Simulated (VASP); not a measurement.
# Li2S (Fm-3m) in VASP: vibrations by perturbation theory with PBEsol

Aim: the vibrations by perturbation theory of Li2S with PBEsol.

Everything below comes from runs of VASP 6.6.1. Logs are shortened: lines on timing, memory, paths and dates and some standing lists are left out, and cuts for length are marked.

## (1) The cell of the first run

Symmetry: Fm-3m, No. 225, cubic system. Conventional cell: a = 5.689 Å, b = 5.689 Å, c = 5.689 Å, α = 90.00°, β = 90.00°, γ = 90.00°. Li (site symmetry -43m) has 4 S at 2.46 Å and 6 Li at 2.84 Å within 3.3 Å. Within 3.3 Å of S (site symmetry m-3m) lie 8 Li at 2.46 Å.

## (2) Vibrations by perturbation theory, PBEsol

Contents of INCAR:

```
  PREC = Accurate
  ENCUT = 750
  EDIFF = 1E-8
  ISMEAR = 0
  SIGMA = 0.01
  LREAL = False
  LASPH = True
  NELM = 120
  ALGO = Normal
  ISIF = 2
  LWAVE = False
  LCHARG = False
  GGA = PS
  NBANDS = 13
  IBRION = 8
  NSW = 1
  GGA_COMPAT = False
```

Contents of KPOINTS:

```
Automatic mesh
0
Gamma
  6 6 6
```

Contents of POSCAR:

```
Li2S
1.0
    0.0000000000      2.8445000000      2.8445000000
    2.8445000000      0.0000000000      2.8445000000
    2.8445000000      2.8445000000      0.0000000000
Li S
2 1
Direct
    0.2500000000      0.2500000000      0.2500000000
    0.7500000000      0.7500000000      0.7500000000
    0.0000000000      0.0000000000      0.0000000000
```

Potentials or basis: VASP PAW PBE potentials, release 64 (Li_sv, S).

Started as:

```sh
cat potpaw_PBE.64/Li_sv/POTCAR potpaw_PBE.64/S/POTCAR > POTCAR
mpirun -np 1 vasp_std > vasp.out
```

OUTCAR:

```text
PREC = Accurate
   ENCUT = 750
   EDIFF = 1E-8
   ISMEAR = 0
   LREAL = False
   LASPH = True
   NELM = 120
   ISIF = 2
   GGA = PS
   IBRION = 8
   NSW = 1

 ion  position               nearest neighbor table
   1  0.250  0.250  0.250-   3 2.46   3 2.46   3 2.46   3 2.46
   2  0.750  0.750  0.750-   3 2.46   3 2.46   3 2.46   3 2.46
   3  0.000  0.000  0.000-   2 2.46   2 2.46   2 2.46   1 2.46   2 2.46   1 2.46   1 2.46   1 2.46

  LATTYP: Found a face centered cubic cell.
 ALAT       =     5.6890000000

  Lattice vectors:

 A1 = (   0.0000000000,   2.8445000000,   2.8445000000)
 A2 = (   2.8445000000,   0.0000000000,   2.8445000000)
 A3 = (   2.8445000000,   2.8445000000,   0.0000000000)

Analysis of symmetry for initial positions (statically):
=====================================================================
 Subroutine PRICEL returns:
 Original cell was already a primitive cell.

 Routine SETGRP: Setting up the symmetry group for a
 face centered cubic supercell.

 Subroutine GETGRP returns: Found 48 space group operations
 (whereof 48 operations were pure point group operations)
 out of a pool of 48 trial point group operations.

The static configuration has the point symmetry O_h .

Analysis of symmetry for dynamics (positions and initial velocities):
=====================================================================
 Subroutine PRICEL returns:
 Original cell was already a primitive cell.

 Routine SETGRP: Setting up the symmetry group for a
 face centered cubic supercell.

 Subroutine GETGRP returns: Found 48 space group operations
 (whereof 48 operations were pure point group operations)
 out of a pool of 48 trial point group operations.

The dynamic configuration has the point symmetry O_h .

 Subroutine INISYM returns: Found 48 space group operations
 (whereof 48 operations are pure point group operations),
[... 414 lines left out ...]
  energy-cutoff  :      750.00
  volume of cell :       46.03
      direct lattice vectors                 reciprocal lattice vectors
     0.000000000  2.844500000  2.844500000    -0.175777817  0.175777817  0.175777817
     2.844500000  0.000000000  2.844500000     0.175777817 -0.175777817  0.175777817
     2.844500000  2.844500000  0.000000000     0.175777817  0.175777817 -0.175777817

 POSITION                                       TOTAL-FORCE (eV/Angst)
 -----------------------------------------------------------------------------------
      1.42225      1.42225      1.42225        -0.000000     -0.000000     -0.000000
      4.26675      4.26675      4.26675         0.000000      0.000000      0.000000
      0.00000      0.00000      0.00000        -0.000000     -0.000000     -0.000000
 -----------------------------------------------------------------------------------
    total drift:                                0.000000      0.000000      0.000000

  FREE ENERGIE OF THE ION-ELECTRON SYSTEM (eV)
  ---------------------------------------------------
  free  energy   TOTEN  =       -12.3751625260 eV

  energy  without entropy=      -12.3751625260  energy(sigma->0) =      -12.37516253

[... ionic steps 2 to 9 ...]

--------------------------------------- Ionic step       10  -------------------------------------------

 Free energy of the ion-electron system (eV)
  ---------------------------------------------------
  ---------------------------------------------------
  free energy    TOTEN  =        -0.10927226 eV

  energy without entropy =       -0.10927226

------------------------ aborting loop because EDIFF is reached ----------------------------------------

 INTERNAL STRAIN TENSOR  FOR ION    3  DIRECTION 1   (eV/Angst):
 -----------------------------------------------------------------------------
    -0.00577 -0.00000  0.00000
     0.00000  0.00834  0.00000
     0.00000  0.00000  0.00834

 INTERNAL STRAIN TENSOR FOR ION    3 for displacements in x,y,z  (eV/Angst):
          X           Y           Z          XY          YZ          ZX
  --------------------------------------------------------------------------------
  x     0.00000     0.00000     0.00000     0.00000     0.00000     0.00000
  y     0.00000     0.00000     0.00000     0.00000     0.00000     0.00000
  z     0.00000     0.00000     0.00000     0.00000     0.00000     0.00000

 SECOND DERIVATIVES (NOT SYMMETRIZED)
 ------------------------------------
               1X          1Y          1Z          2X          2Y          2Z          3X          3Y          3Z
  1X    -2.765348    0.000000    0.000000    0.938729    0.000000    0.000000    1.826619    0.000000    0.000000
  1Y     0.000000   -2.765348    0.000000    0.000000    0.938729    0.000000    0.000000    1.826619    0.000000
  1Z     0.000000    0.000000   -2.765348    0.000000    0.000000    0.938729    0.000000    0.000000    1.826619
  2X     0.938729    0.000000    0.000000   -2.765348    0.000000    0.000000    1.826619    0.000000    0.000000
  2Y     0.000000    0.938729    0.000000    0.000000   -2.765348    0.000000    0.000000    1.826619    0.000000
  2Z     0.000000    0.000000    0.938729    0.000000    0.000000   -2.765348    0.000000    0.000000    1.826619
  3X     1.900810    0.000000    0.000000    1.900810    0.000000    0.000000   -3.801621    0.000000    0.000000
  3Y     0.000000    1.900810    0.000000    0.000000    1.900810    0.000000    0.000000   -3.801621    0.000000
  3Z     0.000000    0.000000    1.900810    0.000000    0.000000    1.900810    0.000000    0.000000   -3.801621

 Eigenvectors and eigenvalues of the dynamical matrix
 ----------------------------------------------------

   1 f  =   11.364012 THz    71.402193 2PiTHz  379.062638 cm-1    46.997756 meV
             X         Y         Z           dx          dy          dz
      1.422250  1.422250  1.422250    -0.185771   -0.668833   -0.134727
      4.266750  4.266750  4.266750     0.185771    0.668833    0.134727
      0.000000  0.000000  0.000000     0.000000   -0.000000    0.000000
[... 43 lines left out ...]
   9 f/i=    0.088837 THz     0.558180 2PiTHz    2.963289 cm-1     0.367401 meV
             X         Y         Z           dx          dy          dz
      1.422250  1.422250  1.422250    -0.395435   -0.000000    0.000000
      4.266750  4.266750  4.266750    -0.395435    0.000000   -0.000000
      0.000000  0.000000  0.000000    -0.829013    0.000000    0.000000

--------------------------------------------------------------------------------------------------------

 ELASTIC MODULI CONTR FROM IONIC RELAXATION (kBar)
 Direction    XX          YY          ZZ          XY          YZ          ZX
 --------------------------------------------------------------------------------
 XX          -0.0000     -0.0000     -0.0000     -0.0000     -0.0000      0.0000
 YY          -0.0000     -0.0000      0.0000      0.0000     -0.0000      0.0000
 ZZ          -0.0000      0.0000     -0.0000     -0.0000     -0.0000     -0.0000
 XY          -0.0000      0.0000     -0.0000    -34.5011     -0.0000     -0.0000
 YZ          -0.0000     -0.0000     -0.0000     -0.0000    -34.5011      0.0000
 ZX           0.0000      0.0000     -0.0000     -0.0000      0.0000    -34.5011
 --------------------------------------------------------------------------------
```

Run time: 2.6 min. Hardware: 1 thread of Intel Xeon Platinum 8375C at 2.90GHz (Ice Lake), shared host; peak memory 0.29 GiB.

Results:

```yaml
Highest_phonon_frequency_at_Γ_LO-TO_splitting_left_out: 379 cm⁻¹
```

Phonon frequencies in cm⁻¹ (negative: imaginary):
| q point | frequencies |
| --- | --- |
| (0.000, 0.000, 0.000) | -3 -3 -3 321 321 321 379 379 379 |
